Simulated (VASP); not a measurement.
# Mg3SnN2 (R-3m) in VASP: further runs, part 2 of 2

VASP 6.6.1. The steps go on from the part before.

## Step 3: Single point, PBE

This run uses another cell than the first one, of 32.53 Å³/atom.

Input file INCAR:

```
SYSTEM = Mg3SnN2
PREC = Accurate ; ENCUT = 520
EDIFF = 1E-6 ; ISMEAR = 0
SIGMA = 0.1 ; LREAL = .FALSE.
LASPH = .TRUE. ; NELM = 80
ALGO = Normal ; ISIF = 2
LWAVE = .FALSE. ; LCHARG = .FALSE.
GGA = PE ; NBANDS = 24
```

Input file KPOINTS:

```
Automatic mesh
0
G
  6 6 6
  0 0 0
```

Input file POSCAR:

```
Mg3SnN2
1.0
    3.3968705219      1.9611841102      4.8830584941
   -3.3968705219      1.9611841102      4.8830584941
    0.0000000000     -3.9223682205      4.8830584941
Mg Sn N
3 1 2
Direct
    0.0000000000      0.5000000000      0.0000000000
    0.5000000000      0.0000000000      0.0000000000
    0.0000000000      0.0000000000      0.5000000000
    0.0000000000      0.0000000000      0.0000000000
    0.8330719012      0.8330719012      0.8330719012
    0.1669280988      0.1669280988      0.1669280988
```

Potentials or basis: VASP PAW PBE potentials, release 64 (Mg, Sn_d, N).

Launch:

```
$ cat potpaw_PBE.64/Mg/POTCAR potpaw_PBE.64/Sn_d/POTCAR potpaw_PBE.64/N/POTCAR > POTCAR
$ mpirun -np 1 vasp_std > vasp.out
```

OUTCAR:

```text
SYSTEM = Mg3SnN2
   PREC = Accurate
   ENCUT = 520
   EDIFF = 1E-6
   ISMEAR = 0
   LREAL = .FALSE.
   LASPH = .TRUE.
   NELM = 80
   ISIF = 2
   GGA = PE

 ion  position               nearest neighbor table
   1  0.000  0.500  0.000-   5 1.96   6 1.96   4 3.13   4 3.13   2 3.40   2 3.40   3 3.40   3 3.40

   2  0.500  0.000  0.000-   5 1.96   6 1.96   4 3.13   4 3.13   1 3.40   1 3.40   3 3.40   3 3.40

   3  0.000  0.000  0.500-   5 1.96   6 1.96   4 3.13   4 3.13   2 3.40   1 3.40   1 3.40   2 3.40

   4  0.000  0.000  0.000-   5 2.45   6 2.45   1 3.13   2 3.13   1 3.13   2 3.13   3 3.13   3 3.13

[... 859 lines left out ...]
  Total       -0.0553466     -0.0553466     -0.0066477      0.0000000      0.0000000     -0.0000000
  in kB       -0.4543188     -0.4543188     -0.0545681      0.0000000      0.0000000     -0.0000000
  external PRESSURE =      -0.3210686 kB  Pullay stress =       0.0000000 kB

 VOLUME and BASIS-vectors are now :
 -----------------------------------------------------------------------------
  energy-cutoff  :      520.00
  volume of cell :      195.18
      direct lattice vectors                 reciprocal lattice vectors
     3.396870522  1.961184110  4.883058494     0.147194306  0.084982672  0.068263228
    -3.396870522  1.961184110  4.883058494    -0.147194306  0.084982672  0.068263228
     0.000000000 -3.922368221  4.883058494     0.000000000 -0.169965345  0.068263228

 POSITION                                       TOTAL-FORCE (eV/Angst)
 -----------------------------------------------------------------------------------
     -1.69844      0.98059      2.44153        -0.000000     -0.000000      0.000000
      1.69844      0.98059      2.44153        -0.000000     -0.000000      0.000000
      0.00000     -1.96118      2.44153         0.000000     -0.000000     -0.000000
      0.00000      0.00000      0.00000         0.000000     -0.000000      0.000000
      0.00000     -0.00000     12.20382        -0.000000      0.000000     -0.008004
      0.00000     -0.00000      2.44536        -0.000000     -0.000000      0.008004
 -----------------------------------------------------------------------------------
    total drift:                                0.000000      0.000000     -0.000000

  FREE ENERGIE OF THE ION-ELECTRON SYSTEM (eV)
  ---------------------------------------------------
  free  energy   TOTEN  =       -23.5953897544 eV

  energy  without entropy=      -23.5643452152  energy(sigma->0) =      -23.57986748
```

OSZICAR:

```text
N       E                     dE             d eps       ncg     rms          rms(c)
DAV:   1     0.203389375711E+03    0.20339E+03   -0.12369E+04  1536   0.110E+03
DAV:   2     0.272499579644E+01   -0.20066E+03   -0.18765E+03  1744   0.278E+02
DAV:   3    -0.325295626866E+02   -0.35255E+02   -0.34426E+02  2088   0.111E+02
DAV:   4    -0.338389473444E+02   -0.13094E+01   -0.13061E+01  1744   0.267E+01
DAV:   5    -0.338798023859E+02   -0.40855E-01   -0.40845E-01  2200   0.465E+00    0.160E+01
DAV:   6    -0.243689150435E+02    0.95109E+01   -0.54074E+01  2080   0.366E+01    0.855E+00
DAV:   7    -0.237792777909E+02    0.58964E+00   -0.58368E+00  1536   0.113E+01    0.337E+00
DAV:   8    -0.235949224881E+02    0.18436E+00   -0.75419E-01  2000   0.478E+00    0.797E-01
DAV:   9    -0.235856626696E+02    0.92598E-02   -0.52733E-02  2000   0.128E+00    0.513E-01
DAV:  10    -0.235957514392E+02   -0.10089E-01   -0.29480E-02  1736   0.965E-01    0.357E-01
DAV:  11    -0.235937591593E+02    0.19923E-02   -0.95551E-03  1912   0.428E-01    0.969E-02
DAV:  12    -0.235949959488E+02   -0.12368E-02   -0.24830E-03  1632   0.291E-01    0.687E-02
DAV:  13    -0.235952087587E+02   -0.21281E-03   -0.31553E-04  1800   0.680E-02    0.339E-02
DAV:  14    -0.235953856051E+02   -0.17685E-03   -0.33465E-04  1696   0.580E-02    0.106E-02
DAV:  15    -0.235953869733E+02   -0.13682E-05   -0.70988E-06  2024   0.143E-02    0.590E-03
DAV:  16    -0.235953899663E+02   -0.29930E-05   -0.14333E-05  1648   0.141E-02    0.397E-03
DAV:  17    -0.235953897544E+02    0.21188E-06   -0.13303E-06  1464   0.636E-03
   1 F= -.23595390E+02 E0= -.23579867E+02  d E =-.310445E-01
```

Wall time 2 min (1 thread of Intel Xeon 6975P-C (Granite Rapids), shared host); peak memory 0.42 GiB.

What came out:

| Item | Value |
| --- | --- |
| Free energy | -23.5954 eV |
| Pressure | 0.0 GPa |
| Largest force | 0.008 eV/Å |
| Band gap on the k mesh | zero (bands 15 and 16 overlap by 0.37 eV) |

Forces on the atoms (eV/Å):
```
Mg   0.000  0.000  0.000
Mg   0.000  0.000  0.000
Mg   0.000  0.000  0.000
Sn   0.000  0.000  0.000
N    0.000  0.000 -0.008
N    0.000  0.000  0.008
```

Caveat: spin-orbit coupling is left out, which moves the levels of the heavy elements.

## Step 4: Relaxation of cell and atoms, PBE

This run uses another cell than the first one, of 32.53 Å³/atom.

Input file INCAR:

```
SYSTEM = Mg3SnN2
PREC     = Accurate       ! precision mode
ENCUT    = 600            ! plane-wave cutoff, eV
EDIFF    = 1E-6           ! SCF threshold, eV
ISMEAR   = 0              ! smearing method
SIGMA    = 0.1            ! smearing width, eV
LREAL    = .False.        ! projectors in reciprocal space
LASPH    = .True.         ! aspherical terms in the spheres
NELM     = 80             ! most SCF steps
ALGO     = Normal         ! electronic algorithm
ISIF     = 3              ! what is computed and relaxed
LWAVE    = .False.        ! write WAVECAR
LCHARG   = .False.        ! write CHGCAR
GGA      = PE             ! functional
IBRION   = 2              ! ionic algorithm
NSW      = 100            ! ionic steps
EDIFFG   = -0.01          ! ionic threshold
```

Input file KPOINTS:

```
regular mesh
0
Gamma
  6 6 6
  0 0 0
```

POSCAR is that of step 3.

Launch:

```
$ cat potpaw_PBE.64/Mg/POTCAR potpaw_PBE.64/Sn_d/POTCAR potpaw_PBE.64/N/POTCAR > POTCAR
$ mpirun -np 1 vasp_std > vasp.out
```

It took 3 min on 1 thread of Intel Xeon 6975P-C (Granite Rapids), shared host; peak memory 0.47 GiB.

Results (log left out):

```yaml
Free_energy: -23.5986 eV
Relaxed_volume: 32.49 Å³/atom
Relaxed_cell: a = 6.261 Å, b = 6.261 Å, c = 6.261 Å, α = 65.67°, β = 65.67°, γ = 65.67°
Space_group_after_relaxing_to_0.1_Å: R-3m (No. 166)
Energy_gained_by_relaxing: 0.0 meV/atom
Ionic_steps: 3
Pressure_after_relaxing: 0.0 GPa
Largest_force_after_relaxing: 0.009 eV/Å
Band_gap_on_the_k_mesh: zero (bands 15 and 16 overlap by 0.37 eV)
```

Forces on the atoms (eV/Å):
```
Mg   0.000  0.000  0.000
Mg   0.000  0.000  0.000
Mg   0.000  0.000  0.000
Sn   0.000  0.000  0.000
N    0.000  0.000 -0.009
N    0.000  0.000  0.009
```

Final structure:
```
Mg Sn N
1.0
     3.39497    1.96008    4.88202
    -3.39497    1.96008    4.88202
     0.00000   -3.92017    4.88202
Mg Sn N
3 1 2
Direct
  0.00000 0.50000 0.00000
  0.50000 0.00000 0.00000
  0.00000 0.00000 0.50000
  0.00000 0.00000 0.00000
  0.83305 0.83305 0.83305
  0.16695 0.16695 0.16695
```

Levels at points of the mesh, in eV from the Fermi level:
```
           k point  band 12  band 13  band 14  band 15  band 16  band 17  band 18  band 19
(0.00, 0.00, 0.00)    -3.01    -3.01    -1.56    -0.09    -0.09     0.99     3.55     3.55
(0.50, 0.00, 0.00)    -2.97    -2.81    -0.95    -0.32    -0.06     2.13     2.26     3.08
(0.50, 0.50, 0.00)    -3.12    -2.57    -0.61    -0.44     0.46     1.58     1.61     3.08
(0.50, 0.50, 0.50)    -2.77    -2.77    -0.36     0.06     0.44     0.44     2.48     2.60
```

Caveat: spin-orbit coupling is left out, which moves the levels of the heavy elements.

## Step 5: Single point, PBE

This run uses another cell than the first one, of 32.53 Å³/atom.

Input file INCAR:

```
SYSTEM = Mg3SnN2
PREC = Accurate
ENCUT = 520
EDIFF = 1E-6
ISMEAR = 0
SIGMA = 0.1
LREAL = .FALSE.
LASPH = .TRUE.
NELM = 60
ALGO = Normal
ISIF = 2
LWAVE = .FALSE.
LCHARG = .FALSE.
GGA = PE
NBANDS = 24
```

Input file KPOINTS:

```
regular mesh
0
G
  12 12 12
  0 0 0
```

POSCAR is that of step 4.

Launch:

```
$ cat potpaw_PBE.64/Mg/POTCAR potpaw_PBE.64/Sn_d/POTCAR potpaw_PBE.64/N/POTCAR > POTCAR
$ mpirun -np 1 vasp_std > vasp.out
```

It took 7.5 min on 1 thread of Intel Xeon 6975P-C (Granite Rapids), shared host; peak memory 0.97 GiB.

The run converged. Its results:

| Property | Result |
| --- | --- |
| Free energy | -23.5931 eV |
| Pressure | 0.0 GPa |
| Largest force | 0.009 eV/Å |
| Band gap on the k mesh | zero (bands 15 and 16 overlap by 0.37 eV) |

Forces in eV/Å, atoms in the order of the input:
```
Mg   0.000  0.000  0.000
Mg   0.000  0.000  0.000
Mg   0.000  0.000  0.000
Sn   0.000  0.000  0.000
N    0.000  0.000 -0.009
N    0.000  0.000  0.009
```

Levels at points of the mesh, in eV from the Fermi level:
| k point | band 12 | band 13 | band 14 | band 15 | band 16 | band 17 | band 18 | band 19 |
| --- | --- | --- | --- | --- | --- | --- | --- | --- |
| (0.00, 0.00, 0.00) | -3.01 | -3.01 | -1.57 | -0.10 | -0.10 | 0.98 | 3.54 | 3.54 |
| (0.50, 0.00, 0.00) | -2.97 | -2.81 | -0.95 | -0.33 | -0.06 | 2.12 | 2.25 | 3.07 |
| (0.50, 0.50, 0.00) | -3.13 | -2.57 | -0.61 | -0.44 | 0.45 | 1.57 | 1.60 | 3.07 |
| (0.50, 0.50, 0.50) | -2.78 | -2.78 | -0.37 | 0.05 | 0.43 | 0.43 | 2.47 | 2.59 |

Caveat: spin-orbit coupling is left out, which moves the levels of the heavy elements.

## Step 6: The runs side by side

```tsv
task	cell	k mesh	cutoff (eV)	gap on the mesh (eV)	pressure (GPa)	largest force (eV/Å)
single point	a = 5.215 Å, angles 61.6°, 6 atoms, atomic positions A	6 × 6 × 6	520	none	3.1	0.39
single point	a = 6.263 Å, angles 65.7°, 6 atoms, atomic positions B	6 × 6 × 6	520	none	0.0	0.01
relaxation of cell and atoms	relaxed from a = 6.263 Å, angles 65.7°, 6 atoms, atomic positions B	6 × 6 × 6	600	none	0.0	0.01
single point	a = 6.263 Å, angles 65.7°, 6 atoms, atomic positions B	12 × 12 × 12	520	none	0.0	0.01
```

Alike in all rows: level PBE; potentials or basis VASP PAW PBE potentials, release 64 (Mg, Sn_d, N); no spin polarisation; smearing gaussian 0.1 eV.

Caveats: spin-orbit coupling is left out, which moves the levels of the heavy elements; the cell stands under pressure (at least some runs).

Absolute energies hang on the potentials; compare differences alone.
